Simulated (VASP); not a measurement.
# CdSe (zincblende type) (F-43m) in VASP: notebook, part 2 of 2

VASP 6.6.1. Earlier steps stand in the parts before.

### Step 3. Relaxation of cell and atoms, LDA

This run uses another cell than the first one, of 29.94 Å³/atom, 2.123 times its volume.

The input, INCAR:

```
SYSTEM = CdSe
  PREC = Accurate
  ENCUT = 600
  EDIFF = 1E-7
  ISMEAR = -1
  SIGMA = 0.05
  LREAL = .False.
  LASPH = .True.
  NELM = 60
  ALGO = Normal
  ISIF = 3
  LWAVE = .False.
  LCHARG = .False.
  GGA = CA
  IBRION = 2
  NSW = 60
  EDIFFG = -0.005
```

The input, KPOINTS:

```
regular mesh
0
Gamma
  12 12 12
  0 0 0
```

The input, POSCAR:

```
CdSe
1.0
    0.0000000000      3.1053142479      3.1053142479
    3.1053142479      0.0000000000      3.1053142479
    3.1053142479      3.1053142479      0.0000000000
Cd Se
1 1
Direct
    0.0000000000      0.0000000000      0.0000000000
    0.2500000000      0.2500000000      0.2500000000
```

Potentials or basis: VASP PAW LDA potentials, release 64 (Cd, Se).

Run with:

```bash
$ cat potpaw_LDA.64/Cd/POTCAR potpaw_LDA.64/Se/POTCAR > POTCAR
$ mpirun -np 1 vasp_std > vasp.out
```

OUTCAR:

```text
SYSTEM = CdSe
   PREC = Accurate
   ENCUT = 600
   EDIFF = 1E-7
   ISMEAR = -1
   LREAL = .False.
   LASPH = .True.
   NELM = 60
   ISIF = 3
   GGA = CA
   IBRION = 2
   NSW = 60
   EDIFFG = -0.005

 ion  position               nearest neighbor table
   1  0.000  0.000  0.000-   2 2.69   2 2.69   2 2.69   2 2.69
   2  0.250  0.250  0.250-   1 2.69   1 2.69   1 2.69   1 2.69

  LATTYP: Found a face centered cubic cell.
 ALAT       =     6.2106284958

  Lattice vectors:

 A1 = (   0.0000000000,   3.1053142479,   3.1053142479)
 A2 = (   3.1053142479,   0.0000000000,   3.1053142479)
 A3 = (   3.1053142479,   3.1053142479,   0.0000000000)

Analysis of symmetry for initial positions (statically):
=====================================================================
 Subroutine PRICEL returns:
 Original cell was already a primitive cell.

 Routine SETGRP: Setting up the symmetry group for a
 face centered cubic supercell.

 Subroutine GETGRP returns: Found 24 space group operations
 (whereof 24 operations were pure point group operations)
 out of a pool of 48 trial point group operations.

The static configuration has the point symmetry T_d .

Analysis of symmetry for dynamics (positions and initial velocities):
[... 169 lines left out ...]
  external PRESSURE =     -42.9198849 kB  Pullay stress =       0.0000000 kB
[... 59 lines left out ...]
--------------------------------------- Ionic step        3  -------------------------------------------

 number of electron      18.0000003 magnetization

 Free energy of the ion-electron system (eV)
  ---------------------------------------------------
  ext. energy  EPLUGINS =         0.00000000
  ---------------------------------------------------
  free energy    TOTEN  =        -6.76446269 eV

  energy without entropy =       -6.76443133  energy(sigma->0) =       -6.76444701

 E-fermi :   1.3293     XC(G=0):  -9.4217

 val. band max:        1.0570018552   @ k =   0.0000   0.0000   0.0000
 cond. band min:       1.4808491401   @ k =   0.0000   0.0000   0.0000
 fundamental gap:      0.4238472849
 Fermi energy:         1.3293413560

 k-point     1 :       0.0000    0.0000    0.0000
  band No.  band energies     occupation
      1     -11.7610      2.00000
      2      -7.0027      2.00000
      3      -7.0027      2.00000
      4      -7.0027      2.00000
      5      -6.5903      2.00000
      6      -6.5903      2.00000
      7       1.0570      1.99142
      8       1.0570      1.99142
      9       1.0570      1.99142
     10       1.4808      0.09216
     11       6.8532      0.00000
     12       6.8532      0.00000
     13       6.8532      0.00000
[... 354 lines left out ...]
  band No.  band energies     occupation
      1     -11.3163      2.00000
      2      -6.8781      2.00000
      3      -6.8579      2.00000
      4      -6.5967      2.00000
      5      -6.5734      2.00000
      6      -6.2241      2.00000
      7      -3.3989      2.00000
      8      -0.7715      2.00000
      9       0.0297      2.00000
     10       4.3401      0.00000
     11       6.6042      0.00000
     12       7.9819      0.00000
     13       8.4157      0.00000

 [... further k-points ...]
[... 5 lines left out ...]
  --------------------------------------------------------------------------------------
  -------------------------------------------------------------------------------------
  Total        0.0018627      0.0018627      0.0018627      0.0000000     -0.0000000     -0.0000000
  in kB        0.0546432      0.0546432      0.0546432      0.0000000     -0.0000000     -0.0000000
  external PRESSURE =       0.0546432 kB  Pullay stress =       0.0000000 kB
[... 17 lines left out ...]
  FREE ENERGIE OF THE ION-ELECTRON SYSTEM (eV)
  ---------------------------------------------------
  free  energy   TOTEN  =        -6.7644626894 eV

  energy  without entropy=       -6.7644313261  energy(sigma->0) =       -6.76444701

 reached required accuracy - stopping structural energy minimisation
```

OSZICAR:

```text
N       E                     dE             d eps       ncg     rms          rms(c)
DAV:   1     0.120069674764E+03    0.12007E+03   -0.94293E+03  1880   0.138E+03
[... 26 lines left out ...]
DAV:   1    -0.688190140028E+01   -0.12448E+00   -0.24413E+00  2127   0.220E+01    0.270E+00
DAV:   2    -0.677686527961E+01    0.10504E+00   -0.26758E-01  2027   0.855E+00    0.963E-01
DAV:   3    -0.676607156077E+01    0.10794E-01   -0.27616E-02  2032   0.198E+00    0.834E-01
DAV:   4    -0.676456944681E+01    0.15021E-02   -0.19515E-03  1917   0.424E-01    0.140E-01
DAV:   5    -0.676446541510E+01    0.10403E-03   -0.41405E-04  2202   0.327E-01    0.303E-02
DAV:   6    -0.676446205306E+01    0.33620E-05   -0.59486E-05  1917   0.107E-01    0.150E-02
DAV:   7    -0.676446278145E+01   -0.72839E-06   -0.16211E-06  2177   0.109E-02    0.182E-03
DAV:   8    -0.676446268943E+01    0.92024E-07   -0.29993E-07  1691   0.753E-03
   3 F= -.67644627E+01 E0= -.67644470E+01  d E =-.770704E-01
```

Run time: 94 s. Hardware: 1 thread of Intel Xeon 6975P-C, shared host; peak memory 0.24 GiB.

What came out:

```
Free energy                            : -6.7645 eV
Relaxed volume                         : 27.31 Å³/atom
Relaxed cell                           : a = 4.259 Å, b = 4.259 Å, c = 4.259 Å, α = 60.00°, β = 60.00°, γ = 60.00°
Space group after relaxing (to 0.05 Å) : F-43m (No. 216)
Energy gained by relaxing              : 38.5 meV/atom
Ionic steps                            : 3
Pressure after relaxing                : 0.0 GPa
Band gap on the k mesh                 : 0.42 eV, direct
```

Step by step:
| step | energy change (eV) | largest force (eV/Å) | pressure (GPa) | volume (Å³) |
| --- | --- | --- | --- | --- |
| 1 | 0.0000 | 0.0000 | -4.29 | 59.89 |
| 2 | -0.0700 | 0.0000 | 1.64 | 53.20 |
| 3 | -0.0771 | 0.0000 | 0.01 | 54.62 |

Final structure:
```
Cd Se
1.0
     0.00000    3.01138    3.01138
     3.01138    0.00000    3.01138
     3.01138    3.01138    0.00000
Cd Se
1 1
Cartesian
  0.0000 0.0000 0.0000
  1.5057 1.5057 1.5057
```
